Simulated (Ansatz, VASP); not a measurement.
# HfO2: VASP beside Ansatz

```
Hf O
1.0
     4.81353    0.00000    0.00000
     0.00000    4.81353    0.00000
     0.00000    0.00000    3.20541
Hf O
2 4
Direct
  0.00000 0.00000 0.00000
  0.50000 0.50000 0.50000
  0.19495 0.80505 0.50000
  0.30505 0.30505 0.00000
  0.69495 0.69495 0.00000
  0.80505 0.19495 0.50000
```

Alike in both runs: task single point; functional r2SCAN; k mesh 6 × 6 × 10; no spin polarisation.

```csv
,VASP,Ansatz
version,VASP 6.6.1,Ansatz 0.2.0
potentials or method,"VASP PAW PBE potentials, release 64 (Hf_pv, O)","plane waves, PAW"
plane-wave cutoff (eV),520,500
occupations,"gaussian, width 0.01 eV",fixed
valence electrons in the cell,44,76
```

|  | VASP | Ansatz | Ansatz less VASP |
| --- | --- | --- | --- |
| pressure (GPa) | 0.3 | 3.6 | +3.25 |
| traceless stress, the component that is largest in VASP (GPa) | -0.04 | 0.53 | +0.566 |
| rms of the force components (eV/Å) | 0.005 | 0.019 | +0.0143 |

VASP's potentials were made for PBE, not for r2SCAN. Atom by atom the forces differ by 0.025 eV/Å (rms over components). VASP's potentials hold 44 valence electrons a cell and Ansatz's 76, so a difference there can come from the potentials and not from the codes.

Neither program's run includes spin-orbit coupling.
